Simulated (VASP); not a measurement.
# Si (P6_3/mmc) in VASP: notebook

The runs below take Si through single point, with PBE.

All numbers are computed with VASP 6.6.1; they aren't measurements. Logs are shortened: lines on timing, memory, paths and dates and some standing lists are left out, and cuts for length are marked.

## (1) The cell of the first run

The structure is hexagonal, space group P6_3/mmc (No. 194). The conventional cell has a = 3.697 Å, b = 3.697 Å, c = 6.905 Å, α = 90.00°, β = 90.00°, γ = 120.00°. Within 3.0 Å of Si (site symmetry 3m) lie 4 Si at 2.28 to 2.65 Å.

This isn't the form of Si at room conditions, which is diamond.

## (2) Single point, PBE

INCAR

```
SYSTEM = Si
PREC     = Accurate       ! precision mode
ENCUT    = 520            ! plane-wave cutoff, eV
EDIFF    = 1E-6           ! SCF threshold, eV
ISMEAR   = 0              ! smearing method
SIGMA    = 0.05           ! smearing width, eV
LREAL    = .False.        ! projectors in reciprocal space
LASPH    = .True.         ! aspherical terms in the spheres
NELM     = 80             ! most SCF steps
ALGO     = Normal         ! electronic algorithm
ISIF     = 2              ! what is computed and relaxed
LWAVE    = .False.        ! write WAVECAR
LCHARG   = .False.        ! write CHGCAR
GGA      = PE             ! functional
NBANDS   = 16             ! bands
```

KPOINTS

```
regular mesh
0
Gamma
  12 12 6
  0 0 0
```

POSCAR

```
Si
1.0
    3.6973121707      0.0000000000      0.0000000000
   -1.8486560853      3.2019662655      0.0000000000
    0.0000000000      0.0000000000      6.9051002099
Si
4
Direct
    0.3333333333      0.6666666667      0.0582185610
    0.6666666667      0.3333333333      0.5582185610
    0.3333333333      0.6666666667      0.4417814390
    0.6666666667      0.3333333333      0.9417814390
```

Potentials or basis: VASP PAW PBE potentials, release 64 (Si).

Started as:

```
$ cat potpaw_PBE.64/Si/POTCAR > POTCAR
$ mpirun -np 1 vasp_std > vasp.out
```

OUTCAR:

```text
SYSTEM = Si
   PREC = Accurate
   ENCUT = 520
   EDIFF = 1E-6
   ISMEAR = 0
   LREAL = .False.
   LASPH = .True.
   NELM = 80
   ISIF = 2
   GGA = PE

 ion  position               nearest neighbor table
   1  0.333  0.667  0.058-   4 2.28   4 2.28   4 2.28   3 2.65
   2  0.667  0.333  0.558-   3 2.28   3 2.28   3 2.28   4 2.65
   3  0.333  0.667  0.442-   2 2.28   2 2.28   2 2.28   1 2.65
   4  0.667  0.333  0.942-   1 2.28   1 2.28   1 2.28   2 2.65

  LATTYP: Found a hexagonal cell.
 ALAT       =     3.6973121707
 C/A-ratio  =     1.8676000000

  Lattice vectors:

 A1 = (   3.6973121707,   0.0000000000,   0.0000000000)
 A2 = (  -1.8486560853,   3.2019662655,   0.0000000000)
 A3 = (   0.0000000000,   0.0000000000,   6.9051002099)

Analysis of symmetry for initial positions (statically):
=====================================================================
 Subroutine PRICEL returns:
 Original cell was already a primitive cell.

 Routine SETGRP: Setting up the symmetry group for a
 hexagonal supercell.

 Subroutine GETGRP returns: Found 24 space group operations
 (whereof 12 operations were pure point group operations)
 out of a pool of 24 trial point group operations.

The static configuration has the point symmetry D_3d.
 The point group associated with its full space group is D_6h.

Analysis of symmetry for dynamics (positions and initial velocities):
=====================================================================
 Subroutine PRICEL returns:
 Original cell was already a primitive cell.

 Routine SETGRP: Setting up the symmetry group for a
 hexagonal supercell.

 Subroutine GETGRP returns: Found 24 space group operations
 (whereof 12 operations were pure point group operations)
 out of a pool of 24 trial point group operations.

The dynamic configuration has the point symmetry D_3d.
 The point group associated with its full space group is D_6h.

 Subroutine INISYM returns: Found 24 space group operations
 (whereof 12 operations are pure point group operations),
 and found     1 'primitive' translations

----------------------------------------------------------------------------------------

                                     Primitive cell

  volume of cell :      81.7472

  direct lattice vectors                    reciprocal lattice vectors
     3.697312171  0.000000000  0.000000000     0.270466748  0.156154050  0.000000000
    -1.848656085  3.201966265  0.000000000     0.000000000  0.312308100  0.000000000
     0.000000000  0.000000000  6.905100210     0.000000000  0.000000000  0.144820491

  length of vectors
     3.697312171  3.697312171  6.905100210     0.312308100  0.312308100  0.144820491

  position of ions in fractional coordinates (direct lattice)
     0.333333333  0.666666667  0.058218561
     0.666666667  0.333333333  0.558218561
     0.333333333  0.666666667  0.441781439
     0.666666667  0.333333333  0.941781439

  ion indices of the primitive-cell ions
   primitive index   ion index
                 1           1
                 2           2
                 3           3
                 4           4

----------------------------------------------------------------------------------------

 KPOINTS: regular mesh

Automatic generation of k-mesh.
 Grid dimensions read from file:
 generate k-points for:   12   12    6

 Generating k-lattice:

  Cartesian coordinates                     Fractional coordinates (reciprocal lattice)
     0.022538896  0.013012837  0.000000000     0.083333333  0.000000000  0.000000000
     0.000000000  0.026025675  0.000000000     0.000000000  0.083333333  0.000000000
     0.000000000  0.000000000  0.024136748     0.000000000  0.000000000  0.166666667

  Length of vectors
     0.026025675  0.026025675  0.024136748

  Shift w.r.t. Gamma in fractional coordinates (k-lattice)
     0.000000000  0.000000000  0.000000000

 Subroutine IBZKPT returns following result:
 ===========================================

 Found     76 irreducible k-points:

 Following reciprocal coordinates:
            Coordinates               Weight
  0.000000  0.000000  0.000000      1.000000
  0.083333  0.000000  0.000000      6.000000
  0.166667  0.000000  0.000000      6.000000
  0.250000  0.000000  0.000000      6.000000
  0.333333  0.000000  0.000000      6.000000
  0.416667  0.000000  0.000000      6.000000
[... 16 lines left out ...]
  0.250000  0.000000  0.166667     12.000000
  0.333333  0.000000  0.166667     12.000000
 [... further k-points ...]
   k-points           NKPTS =     76   k-points in BZ     NKDIM =     76   number of bands    NBANDS=     16
   number of dos      NEDOS =    301   number of ions     NIONS =      4
   total plane-waves  NPLWV =  42336
   dimension x,y,z NGX =    28 NGY =   28 NGZ =   54
   dimension x,y,z NGXF=    56 NGYF=   56 NGZF=  108
   ions per type =               4
   NGX,Y,Z   is equivalent  to a cutoff of  12.59, 12.59, 13.00 a.u.
   NGXF,Y,Z  is equivalent  to a cutoff of  25.18, 25.18, 26.00 a.u.
 SYSTEM =  Si
   PREC   = accura    normal or accurate (medium, high low for compatibility)
   ISTART =      0    job   : 0-new  1-cont  2-samecut
   ICHARG =      2    charge: 1-file 2-atom 10-const
   ISPIN  =      1    spin polarized calculation?
   LNONCOLLINEAR =      F non collinear calculations
   LSORBIT =      F    spin-orbit coupling
   LASPH  =      T    aspherical Exc in radial PAW
   ENCUT  =  520.0 eV  38.22 Ry    6.18 a.u.   6.87  6.87 12.84*2*pi/ulx,y,z
   NELM   =     80;   NELMIN=  2; NELMDL= -5     # of ELM steps
   EDIFF  = 0.1E-05   stopping-criterion for ELM
   LREAL  =      F    real-space projection
   EDIFFG = 0.1E-04   stopping-criterion for IOM
   NSW    =      0    number of steps for IOM
   IBRION =     -1    ionic relax: 0-MD 1-quasi-New 2-CG
   NFREE  =      0    steps in history (QN), initial steepest desc. (CG)
   ISIF   =      2    stress and relaxation
   ISYM   =      2    0-nonsym 1-usesym 2-fastsym
   POTIM  = 0.5000    time-step for ionic-motion
   TEBEG  =    0.0;   TEEND  =   0.0 temperature during run
   PSTRESS=    0.0 pullay stress
   NELECT =      16.0000    total number of electrons
   NUPDOWN=      -1.0000    fix difference up-down
   EMIN   =  10.00;   EMAX   =-10.00  energy-range for DOS
   EFERMI =   0.00;   METHOD = LEGACY
   ISMEAR =     0;   SIGMA  =   0.05  broadening in eV -4-tet -1-fermi 0-gaus
   EFERMI_NEDOS =   21; number of points for ismear=-14 and -15
   IALGO  =     38    algorithm
   IMIX   =      4    mixing-type and parameters
     AMIX     =   0.40;   BMIX     =  1.00
     AMIX_MAG =   1.60;   BMIX_MAG =  1.00
  volume/ion in A,a.u.               =      20.44       137.91
  Fermi-wavevector in a.u.,A,eV,Ry     =   0.950511  1.796206 12.292475  0.903471
  Thomas-Fermi vector in A             =   2.078895
   LORBIT       =      0    0 simple, 1 ext, 2 COOP (PROOUT), +10 PAW based schemes
   GGA     = PE    functional components
   LHFCALC =     F    Hartree Fock is set to
   AEXX    =    0.0000 exact exchange contribution
   IVDW    =     0    specifies the selected vdW correction
   LEPSILON=     F    determine dielectric tensor
   LRPA    =     F    only Hartree local field effects (RPA)
 non-spin polarized calculation
 Gauss-broadening in eV      SIGMA  =   0.05
  energy-cutoff  :      520.00
  volume of cell :       81.75
 maximum number of plane-waves:      2224
 NGX is ok and might be reduce to    28

 number of electron      16.0000001 magnetization

 Free energy of the ion-electron system (eV)
  ---------------------------------------------------
  ext. energy  EPLUGINS =         0.00000000
  ---------------------------------------------------
  free energy    TOTEN  =       -21.02656765 eV

  energy without entropy =      -21.02656765  energy(sigma->0) =      -21.02656765

 E-fermi :   5.8865     XC(G=0):  -9.3232

 val. band max:        5.7263483938   @ k =   0.0000   0.0000   0.0000
 cond. band min:       6.0414370561   @ k =   0.0000   0.0000   0.0000
 fundamental gap:      0.3150886623
 Fermi energy:         5.8865346696

 k-point     1 :       0.0000    0.0000    0.0000
  band No.  band energies     occupation
      1      -6.3161      2.00000
      2      -4.8880      2.00000
      3      -0.8780      2.00000
      4       4.8671      2.00000
      5       4.8671      2.00000
      6       5.5297      2.00000
[... 8 lines left out ...]
     15       9.9242      0.00000
     16      12.5829      0.00000

 k-point     2 :       0.0833    0.0000    0.0000
  band No.  band energies     occupation
      1      -6.2266      2.00000
      2      -4.7981      2.00000
      3      -0.8124      2.00000
      4       4.1561      2.00000
      5       4.6734      2.00000
      6       5.0828      2.00000
[... 8 lines left out ...]
     15      10.5976      0.00000
     16      11.8099      0.00000

 k-point     3 :       0.1667    0.0000    0.0000
  band No.  band energies     occupation
      1      -5.9600      2.00000
      2      -4.5300      2.00000
      3      -0.6366      2.00000
      4       2.8480      2.00000
      5       3.7854      2.00000
      6       4.2507      2.00000
[... 8 lines left out ...]
     15      11.1108      0.00000
     16      12.0254      0.00000

 k-point     4 :       0.2500    0.0000    0.0000
  band No.  band energies     occupation
      1      -5.5231      2.00000
      2      -4.0900      2.00000
      3      -0.4747      2.00000
      4       1.6340      2.00000
      5       2.3771      2.00000
      6       3.8119      2.00000
[... 8 lines left out ...]
     15      12.3314      0.00000
     16      12.4633      0.00000
[... 324 lines left out ...]
 k-point    22 :       0.1667    0.0000    0.1667
  band No.  band energies     occupation
      1      -5.8940      2.00000
      2      -4.6824      2.00000
      3      -0.3402      2.00000
      4       2.9069      2.00000
      5       3.5648      2.00000
      6       4.2985      2.00000
[... 8 lines left out ...]
     15      11.0608      0.00000
     16      11.9230      0.00000

 k-point    23 :       0.2500    0.0000    0.1667
  band No.  band energies     occupation
      1      -5.4574      2.00000
      2      -4.2442      2.00000
      3      -0.2086      2.00000
      4       1.7246      2.00000
      5       2.2181      2.00000
      6       3.8607      2.00000
[... 8 lines left out ...]
     15      12.1639      0.00000
     16      12.6068      0.00000

 k-point    24 :       0.3333    0.0000    0.1667
  band No.  band energies     occupation
      1      -4.8690      2.00000
      2      -3.6535      2.00000
      3      -0.6461      2.00000
      4       0.8927      2.00000
      5       1.3279      2.00000
      6       3.5102      2.00000
[... 8 lines left out ...]
     15      13.0304      0.00000
     16      13.3378      0.00000

 [... further k-points ...]
[... 5 lines left out ...]
  --------------------------------------------------------------------------------------
  -------------------------------------------------------------------------------------
  Total        5.5770993      5.5770993     -6.5037296      0.0000000      0.0000000      0.0000000
  in kB      109.3065291    109.3065291   -127.4677157      0.0000000      0.0000000      0.0000000
  external PRESSURE =      30.3817809 kB  Pullay stress =       0.0000000 kB

 VOLUME and BASIS-vectors are now :
 -----------------------------------------------------------------------------
  energy-cutoff  :      520.00
  volume of cell :       81.75
      direct lattice vectors                 reciprocal lattice vectors
     3.697312171  0.000000000  0.000000000     0.270466748  0.156154050  0.000000000
    -1.848656085  3.201966265  0.000000000     0.000000000  0.312308100  0.000000000
     0.000000000  0.000000000  6.905100210     0.000000000  0.000000000  0.144820491

 POSITION                                       TOTAL-FORCE (eV/Angst)
 -----------------------------------------------------------------------------------
     -0.00000      2.13464      0.40200        -0.000000      0.000000      1.339772
      1.84866      1.06732      3.85456         0.000000     -0.000000      1.339772
     -0.00000      2.13464      3.05055        -0.000000      0.000000     -1.339772
      1.84866      1.06732      6.50310         0.000000     -0.000000     -1.339772
 -----------------------------------------------------------------------------------
    total drift:                               -0.000000      0.000000     -0.000000

  FREE ENERGIE OF THE ION-ELECTRON SYSTEM (eV)
  ---------------------------------------------------
  free  energy   TOTEN  =       -21.0265676522 eV

  energy  without entropy=      -21.0265676477  energy(sigma->0) =      -21.02656765
```

Wall time 2 min (1 thread of Intel Xeon 8259CL, shared host); peak memory 0.23 GiB.

What came out:

| Property | Result |
| --- | --- |
| Free energy | -21.0266 eV |
| Pressure | 3.0 GPa |
| Largest force | 1.340 eV/Å |
| Band gap on the k mesh | 0.32 eV |

Forces on the atoms (eV/Å):
```
Si   0.000  0.000  1.340
Si   0.000  0.000  1.340
Si   0.000  0.000 -1.340
Si   0.000  0.000 -1.340
```

Stress tensor (GPa, compression positive):
```
 10.93   0.00   0.00
  0.00  10.93   0.00
  0.00   0.00 -12.75
```

Caveat: the stress differs along the axes, from -13 to 11 GPa; semilocal functionals underestimate gaps, and a narrow one can read as zero; forces of over 1 eV/Å act on the atoms, so gaps and moduli don't describe the material at rest. A k mesh can miss the band edges.

## (3) Single point, PBE

This run uses another cell than the first one, of the same volume but with other edges.

INCAR

```
SYSTEM = Si
PREC = Accurate
ENCUT = 520
EDIFF = 1E-6
ISMEAR = 0
SIGMA = 0.05
LREAL = .FALSE.
LASPH = .TRUE.
NELM = 100
ALGO = Normal
ISIF = 2
LWAVE = .FALSE.
LCHARG = .FALSE.
GGA = PE
NBANDS = 16
```

KPOINTS

```
Automatic mesh
0
G
  12 12 6
  0 0 0
```

POSCAR

```
Si
1.0
    3.8850721999      0.0000000000      0.0000000000
   -1.9425361000      3.3645712207      0.0000000000
    0.0000000000      0.0000000000      6.2538007202
Si
4
Direct
    0.3333333333      0.6666666667      0.0487915372
    0.6666666667      0.3333333333      0.5487915372
    0.3333333333      0.6666666667      0.4512084628
    0.6666666667      0.3333333333      0.9512084628
```

Potentials or basis: VASP PAW PBE potentials, release 64 (Si).

Started as:

```
$ cat potpaw_PBE.64/Si/POTCAR > POTCAR
$ mpirun -np 1 vasp_std > vasp.out
```

Run time: 2.3 min. Hardware: 1 thread of Intel Xeon 8259CL, shared host; peak memory 0.23 GiB.

It converged, with:

- Free energy: -21.3740 eV
- Pressure: 0.3 GPa
- Largest force: 1.500 eV/Å
- Band gap on the k mesh: zero (bands 8 and 9 overlap by 0.36 eV)

Forces in eV/Å, atoms in the order of the input:
```
Si   0.000  0.000  1.500
Si   0.000  0.000  1.500
Si   0.000  0.000 -1.500
Si   0.000  0.000 -1.500
```

Stress tensor (GPa, compression positive):
```
 1.62  0.00  0.00
 0.00  1.62  0.00
 0.00  0.00 -2.35
```

Levels at points of the mesh, in eV from the Fermi level:
| k point | band 5 | band 6 | band 7 | band 8 | band 9 | band 10 | band 11 | band 12 |
| --- | --- | --- | --- | --- | --- | --- | --- | --- |
| (0.00, 0.00, 0.00) | -2.03 | -0.66 | -0.66 | 0.22 | 0.47 | 1.79 | 1.79 | 2.11 |
| (0.50, 0.00, 0.00) | -4.42 | -3.48 | -2.69 | -1.99 | -0.09 | 1.92 | 3.45 | 3.63 |
| (0.00, 0.00, 0.50) | -1.47 | -1.47 | -1.47 | -1.47 | 1.05 | 1.05 | 2.60 | 2.60 |
| (0.50, 0.00, 0.50) | -2.87 | -2.87 | -2.12 | -2.12 | 0.70 | 0.70 | 1.34 | 1.34 |

Caveat: semilocal functionals underestimate gaps, and a narrow one can read as zero; forces of over 1 eV/Å act on the atoms, so gaps and moduli don't describe the material at rest.

## (4) Single point, PBE

This run uses another cell than the first one, of the same volume but with other edges.

INCAR

```
SYSTEM = Si
  ALGO = Normal
  EDIFF = 1E-7
  ENCUT = 520
  GGA = PE
  ISIF = 2
  ISMEAR = 0
  LASPH = .TRUE.
  LCHARG = .FALSE.
  LREAL = .FALSE.
  LWAVE = .FALSE.
  NBANDS = 16
  NELM = 80
  PREC = Accurate
  SIGMA = 0.05
```

KPOINTS

```
k-points
0
G
  12 12 6
  0 0 0
```

POSCAR

```
Si
1.0
    3.7558710575      0.0000000000      0.0000000000
   -1.8779355288      3.2526797491      0.0000000000
    0.0000000000      0.0000000000      6.6914598761
Si
4
Direct
    0.3333333333      0.6666666667      0.0770726086
    0.6666666667      0.3333333333      0.5770726086
    0.3333333333      0.6666666667      0.4229273914
    0.6666666667      0.3333333333      0.9229273914
```

Started as:

```
$ cat potpaw_PBE.64/Si/POTCAR > POTCAR
$ mpirun -np 1 vasp_std > vasp.out
```

It took 2.2 min on 1 thread of Intel Xeon 8259CL, shared host; peak memory 0.22 GiB.

Results (log left out):

```
Free energy            : -21.2564 eV
Pressure               : -0.9 GPa
Largest force          : 1.787 eV/Å
Band gap on the k mesh : zero (bands 8 and 9 overlap by 0.35 eV)
```

Forces in eV/Å, atoms in the order of the input:
```
Si   0.000  0.000 -1.787
Si   0.000  0.000 -1.787
Si   0.000  0.000  1.787
Si   0.000  0.000  1.787
```

Stress tensor (GPa, compression positive):
```
 1.00  0.00  0.00
 0.00  1.00  0.00
 0.00  0.00 -4.77
```

Levels at points of the mesh, in eV from the Fermi level:
| k point | band 5 | band 6 | band 7 | band 8 | band 9 | band 10 | band 11 | band 12 |
| --- | --- | --- | --- | --- | --- | --- | --- | --- |
| (0.00, 0.00, 0.00) | -1.16 | -1.16 | 0.31 | 0.31 | 1.07 | 1.74 | 1.92 | 1.92 |
| (0.50, 0.00, 0.00) | -5.19 | -3.67 | -2.81 | -1.28 | 0.67 | 1.68 | 2.18 | 2.41 |
| (0.00, 0.00, 0.50) | -0.61 | -0.61 | -0.61 | -0.61 | 2.33 | 2.33 | 3.03 | 3.03 |
| (0.50, 0.00, 0.50) | -3.29 | -3.29 | -2.23 | -2.23 | 0.21 | 0.21 | 1.65 | 1.65 |

Caveat: the stress differs along the axes, from -5 to 1 GPa; semilocal functionals underestimate gaps, and a narrow one can read as zero; forces of over 1 eV/Å act on the atoms, so gaps and moduli don't describe the material at rest.

## (5) Summary

```tsv
cell	gap on the mesh (eV)	pressure (GPa)	largest force (eV/Å)
a = 3.697, b = 3.697, c = 6.905 Å, angles 90.0, 90.0, 120.0°, 4 atoms, atomic positions A	0.32	3.0	1.34
a = 3.885, b = 3.885, c = 6.254 Å, angles 90.0, 90.0, 120.0°, 4 atoms, atomic positions B	none	0.3	1.50
a = 3.756, b = 3.756, c = 6.691 Å, angles 90.0, 90.0, 120.0°, 4 atoms, atomic positions C	none	-0.9	1.79
```

Alike in all rows: task single point; level PBE; potentials or basis VASP PAW PBE potentials, release 64 (Si); no spin polarisation; k mesh 12 × 12 × 6; cutoff (eV) 520; smearing gaussian 0.05 eV.

Caveats: semilocal functionals underestimate gaps, and a narrow one can read as zero; forces of over 1 eV/Å act on the atoms, so gaps and moduli don't describe the material at rest; the stress differs along the axes, from -13 to 11 GPa (at least some runs); the stress differs along the axes, from -5 to 1 GPa (at least some runs).

Absolute energies hang on the potentials; compare differences alone.

The gap in the log of VASP goes by the Fermi energy; the results here count the filled bands.